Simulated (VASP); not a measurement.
# F (C2/c) in VASP: a series of runs

The runs below take F through single point, with PBE+D3(BJ).

All numbers are computed with VASP 6.6.1; they aren't measurements. Logs are shortened: lines on timing, memory, paths and dates and some standing lists are left out, and cuts for length are marked.

## Step 1: The cell of the first run

The structure is monoclinic, space group C2/c (No. 15). Conventional cell: a = 5.686 Å, b = 3.523 Å, c = 6.685 Å, α = 90.00°, β = 91.06°, γ = 90.00°. Within 1.9 Å of F (site symmetry 1) lie 1 F at 1.39 Å.

## Step 2: Single point, PBE+D3(BJ) (16.73 Å³/atom)

INCAR

```
SYSTEM = F
ALGO = Normal
EDIFF = 1E-7
ENCUT = 520
GGA = PE
ISIF = 2
ISMEAR = 0
IVDW = 12
LASPH = .True.
LCHARG = .True.
LELF = .True.
LREAL = .False.
LVHAR = .True.
LWAVE = .False.
NBANDS = 22
NELM = 80
PREC = Accurate
SIGMA = 0.05
```

KPOINTS

```
k-points
0
Gamma
  8 8 4
  0 0 0
```

POSCAR

```
F
1.0
    2.8271292717     -1.7613299300      0.2983552476
    2.8271292717      1.7613299300      0.2983552476
   -0.8244845436      0.0000000000      6.6341364785
F
4
Direct
    0.9138648456      0.5855481450      0.0939279973
    0.4144518550      0.0861351544      0.4060720027
    0.0861351544      0.4144518550      0.9060720027
    0.5855481450      0.9138648456      0.5939279973
```

Potentials or basis: VASP PAW PBE potentials, release 64 (F).

On the command line:

```bash
cat potpaw_PBE.64/F/POTCAR > POTCAR
mpirun -np 1 vasp_std > vasp.out
```

OUTCAR:

```text
SYSTEM = F
   EDIFF = 1E-7
   ENCUT = 520
   GGA = PE
   ISIF = 2
   ISMEAR = 0
   IVDW = 12
   LASPH = .True.
   LREAL = .False.
   NELM = 80
   PREC = Accurate
 IVDW          = 12

 ion  position               nearest neighbor table
   1  0.914  0.586  0.094-   3 1.39
   2  0.414  0.086  0.406-   4 1.39
   3  0.086  0.414  0.906-   1 1.39
   4  0.586  0.914  0.594-   2 1.39

  LATTYP: Found a base centered monoclinic cell.
 ALAT       =     5.6856576656
 B/A-ratio  =     0.6195694618
 C/A-ratio  =     1.1757959515
 COS(beta)  =    -0.0185003207

  Lattice vectors:

 A1 = (   2.8271292717,  -1.7613299300,   0.2983552476)
 A2 = (   2.8271292717,   1.7613299300,   0.2983552476)
 A3 = (  -0.8244845436,   0.0000000000,   6.6341364785)

Analysis of symmetry for initial positions (statically):
=====================================================================
 Subroutine PRICEL returns:
 Original cell was already a primitive cell.

 Routine SETGRP: Setting up the symmetry group for a
 base centered monoclinic supercell.

 Subroutine GETGRP returns: Found  4 space group operations
 (whereof  2 operations were pure point group operations)
 out of a pool of  4 trial point group operations.

The static configuration has the point symmetry S_2 .
 The point group associated with its full space group is C_2h.

Analysis of symmetry for dynamics (positions and initial velocities):
=====================================================================
 Subroutine PRICEL returns:
 Original cell was already a primitive cell.

 Routine SETGRP: Setting up the symmetry group for a
 base centered monoclinic supercell.

 Subroutine GETGRP returns: Found  4 space group operations
 (whereof  2 operations were pure point group operations)
 out of a pool of  4 trial point group operations.

The dynamic configuration has the point symmetry S_2 .
 The point group associated with its full space group is C_2h.

 Subroutine INISYM returns: Found  4 space group operations
 (whereof  2 operations are pure point group operations),
 and found     1 'primitive' translations

----------------------------------------------------------------------------------------

                                     Primitive cell

  volume of cell :      66.9360

  direct lattice vectors                    reciprocal lattice vectors
     2.827129272 -1.761329930  0.298355248     0.174568291 -0.283876400  0.021695191
     2.827129272  1.761329930  0.298355248     0.174568291  0.283876400  0.021695191
    -0.824484544  0.000000000  6.634136479    -0.015701626  0.000000000  0.148784134

  length of vectors
     3.344242649  3.344242649  6.685173265     0.333961944  0.333961944  0.149610359

  position of ions in fractional coordinates (direct lattice)
     0.913864846  0.585548145  0.093927997
     0.414451855  0.086135154  0.406072003
     0.086135154  0.414451855  0.906072003
     0.585548145  0.913864846  0.593927997

  ion indices of the primitive-cell ions
   primitive index   ion index
                 1           1
                 2           2
                 3           3
                 4           4

----------------------------------------------------------------------------------------

 KPOINTS: k-points

Automatic generation of k-mesh.
 Grid dimensions read from file:
 generate k-points for:    8    8    4

 Generating k-lattice:

  Cartesian coordinates                     Fractional coordinates (reciprocal lattice)
     0.021821036 -0.035484550  0.002711899     0.125000000  0.000000000 -0.000000000
     0.021821036  0.035484550  0.002711899     0.000000000  0.125000000 -0.000000000
    -0.003925407  0.000000000  0.037196034     0.000000000  0.000000000  0.250000000

  Length of vectors
     0.041745243  0.041745243  0.037402590

  Shift w.r.t. Gamma in fractional coordinates (k-lattice)
     0.000000000  0.000000000  0.000000000

 Subroutine IBZKPT returns following result:
 ===========================================

 Found     78 irreducible k-points:

 Following reciprocal coordinates:
            Coordinates               Weight
  0.000000  0.000000  0.000000      1.000000
  0.125000  0.000000 -0.000000      4.000000
  0.250000  0.000000 -0.000000      4.000000
  0.375000  0.000000  0.000000      4.000000
  0.500000  0.000000 -0.000000      2.000000
  0.125000  0.125000 -0.000000      2.000000
[... 16 lines left out ...]
  0.125000  0.000000  0.250000      4.000000
  0.250000  0.000000  0.250000      4.000000
 [... further k-points ...]
   k-points           NKPTS =     78   k-points in BZ     NKDIM =     78   number of bands    NBANDS=     22
   number of dos      NEDOS =    301   number of ions     NIONS =      4
   total plane-waves  NPLWV =  39200
   dimension x,y,z NGX =    28 NGY =   28 NGZ =   50
   dimension x,y,z NGXF=    56 NGYF=   56 NGZF=  100
   ions per type =               4
   NGX,Y,Z   is equivalent  to a cutoff of  13.92, 13.92, 12.43 a.u.
   NGXF,Y,Z  is equivalent  to a cutoff of  27.84, 27.84, 24.87 a.u.
 SYSTEM =  F
   PREC   = accura    normal or accurate (medium, high low for compatibility)
   ISTART =      0    job   : 0-new  1-cont  2-samecut
   ICHARG =      2    charge: 1-file 2-atom 10-const
   ISPIN  =      1    spin polarized calculation?
   LNONCOLLINEAR =      F non collinear calculations
   LSORBIT =      F    spin-orbit coupling
   LASPH  =      T    aspherical Exc in radial PAW
   ENCUT  =  520.0 eV  38.22 Ry    6.18 a.u.   6.22  6.22 12.43*2*pi/ulx,y,z
   NELM   =     80;   NELMIN=  2; NELMDL= -5     # of ELM steps
   EDIFF  = 0.1E-06   stopping-criterion for ELM
   LREAL  =      F    real-space projection
   EDIFFG = 0.1E-05   stopping-criterion for IOM
   NSW    =      0    number of steps for IOM
   IBRION =     -1    ionic relax: 0-MD 1-quasi-New 2-CG
   NFREE  =      0    steps in history (QN), initial steepest desc. (CG)
   ISIF   =      2    stress and relaxation
   ISYM   =      2    0-nonsym 1-usesym 2-fastsym
   POTIM  = 0.5000    time-step for ionic-motion
   TEBEG  =    0.0;   TEEND  =   0.0 temperature during run
   PSTRESS=    0.0 pullay stress
   NELECT =      28.0000    total number of electrons
   NUPDOWN=      -1.0000    fix difference up-down
   EMIN   =  10.00;   EMAX   =-10.00  energy-range for DOS
   EFERMI =   0.00;   METHOD = LEGACY
   ISMEAR =     0;   SIGMA  =   0.05  broadening in eV -4-tet -1-fermi 0-gaus
   EFERMI_NEDOS =   21; number of points for ismear=-14 and -15
   IALGO  =     38    algorithm
   IMIX   =      4    mixing-type and parameters
     AMIX     =   0.40;   BMIX     =  1.00
     AMIX_MAG =   1.60;   BMIX_MAG =  1.00
  volume/ion in A,a.u.               =      16.73       112.93
  Fermi-wavevector in a.u.,A,eV,Ry     =   1.224356  2.313697 20.395769  1.499047
  Thomas-Fermi vector in A             =   2.359433
   LORBIT       =      0    0 simple, 1 ext, 2 COOP (PROOUT), +10 PAW based schemes
   GGA     = PE    functional components
   LHFCALC =     F    Hartree Fock is set to
   AEXX    =    0.0000 exact exchange contribution
   IVDW    =    12    specifies the selected vdW correction
   LEPSILON=     F    determine dielectric tensor
   LRPA    =     F    only Hartree local field effects (RPA)
 non-spin polarized calculation
 Gauss-broadening in eV      SIGMA  =   0.05
  energy-cutoff  :      520.00
  volume of cell :       66.94
 maximum number of plane-waves:      1819
 NGX is ok and might be reduce to    28
   NGX = 13   NGY = 13   NGZ = 25

 number of electron      28.0000021 magnetization

 Free energy of the ion-electron system (eV)
  ---------------------------------------------------
  ext. energy  EPLUGINS =         0.00000000
  ---------------------------------------------------
  free energy    TOTEN  =        -7.27102201 eV

  energy without entropy =       -7.27102201  energy(sigma->0) =       -7.27102201

 E-fermi :  -5.1023     XC(G=0):  -7.4075

 val. band max:       -5.3359997836   @ k =   0.0000   0.0000   0.0000
 cond. band min:      -2.1195398182   @ k =   0.0000   0.0000   0.0000
 fundamental gap:      3.2164599654
 Fermi energy:        -5.1023146840

 k-point     1 :       0.0000    0.0000    0.0000
  band No.  band energies     occupation
      1     -30.5489      2.00000
      2     -30.4397      2.00000
      3     -23.9090      2.00000
      4     -23.5834      2.00000
      5     -11.9937      2.00000
      6     -11.3023      2.00000
[... 14 lines left out ...]
     21      15.0425      0.00000
     22      15.1287      0.00000

 k-point     2 :       0.1250    0.0000   -0.0000
  band No.  band energies     occupation
      1     -30.5361      2.00000
      2     -30.4354      2.00000
      3     -23.8955      2.00000
      4     -23.5951      2.00000
      5     -11.9742      2.00000
      6     -11.3282      2.00000
[... 14 lines left out ...]
     21      13.8686      0.00000
     22      15.1375      0.00000

 k-point     3 :       0.2500    0.0000   -0.0000
  band No.  band energies     occupation
      1     -30.5036      2.00000
      2     -30.4266      2.00000
      3     -23.8577      2.00000
      4     -23.6284      2.00000
      5     -11.9140      2.00000
      6     -11.4055      2.00000
[... 14 lines left out ...]
     21      13.2675      0.00000
     22      13.3856      0.00000
[... 476 lines left out ...]
 k-point    23 :       0.1250    0.0000    0.2500
  band No.  band energies     occupation
      1     -30.5216      2.00000
      2     -30.4507      2.00000
      3     -23.8516      2.00000
      4     -23.6401      2.00000
      5     -11.8852      2.00000
      6     -11.4301      2.00000
[... 14 lines left out ...]
     21      13.5946      0.00000
     22      14.7242      0.00000

 k-point    24 :       0.2500    0.0000    0.2500
  band No.  band energies     occupation
      1     -30.4924      2.00000
      2     -30.4384      2.00000
      3     -23.8238      2.00000
      4     -23.6629      2.00000
      5     -11.8382      2.00000
      6     -11.4784      2.00000
[... 14 lines left out ...]
     21      12.3384      0.00000
     22      12.9986      0.00000

 [... further k-points ...]

------------------------ aborting loop because EDIFF is reached ----------------------------------------

 Edisp (eV)   -0.11066

 E8    (eV) :    -0.0240

  FORCE on cell =-STRESS in cart. coord.  units (eV):
  Direction    XX          YY          ZZ          XY          YZ          ZX
  --------------------------------------------------------------------------------------
  -------------------------------------------------------------------------------------
  Total      -0.16133     0.54013     2.77616     0.00000     0.00000    -0.37423
  in kB      -3.86149    12.92861    66.45011     0.00000     0.00000    -8.95762
  external pressure =       25.17 kB  Pullay stress =        0.00 kB

 VOLUME and BASIS-vectors are now :
 -----------------------------------------------------------------------------
  energy-cutoff  :      520.00
  volume of cell :       66.94
      direct lattice vectors                 reciprocal lattice vectors
     2.827129272 -1.761329930  0.298355248     0.174568291 -0.283876400  0.021695191
     2.827129272  1.761329930  0.298355248     0.174568291  0.283876400  0.021695191
    -0.824484544  0.000000000  6.634136479    -0.015701626  0.000000000  0.148784134

 POSITION                                       TOTAL-FORCE (eV/Angst)
 -----------------------------------------------------------------------------------
      4.16159     -0.57827      1.07049        -0.142939      0.561357      1.142975
      1.08042     -0.57827      2.84329         0.142939      0.561357     -1.142975
      0.66818      0.57827      6.16036         0.142939     -0.561357     -1.142975
      3.74935      0.57827      4.38756        -0.142939     -0.561357      1.142975
 -----------------------------------------------------------------------------------
    total drift:                                0.000000     -0.000000      0.000000

  FREE ENERGIE OF THE ION-ELECTRON SYSTEM (eV)
  ---------------------------------------------------
  free  energy   TOTEN  =        -7.3816836057 eV

  energy  without entropy=       -7.3816836057  energy(sigma->0) =       -7.38168361
```

Wall time 55 s (1 thread of AMD EPYC 9R45 (Zen 5), shared host); peak memory 0.2 GiB.

Results:

| Quantity | Value |
| --- | --- |
| Free energy | -7.3817 eV |
| Pressure | 2.5 GPa |
| Largest force | 1.281 eV/Å |
| Band gap on the k mesh | 3.22 eV |
| Dispersion energy per atom | -0.028 eV |

Forces on the atoms (eV/Å):
```
F   -0.143  0.561  1.143
F    0.143  0.561 -1.143
F    0.143 -0.561 -1.143
F   -0.143 -0.561  1.143
```

Stress tensor (GPa, compression positive):
```
-0.39  0.00 -0.90
 0.00  1.29  0.00
-0.90  0.00  6.65
```

Caveat: forces of over 1 eV/Å act on the atoms, so gaps and moduli don't describe the material at rest. A k mesh can miss the band edges.

(Part 1 of 2 ends here.)
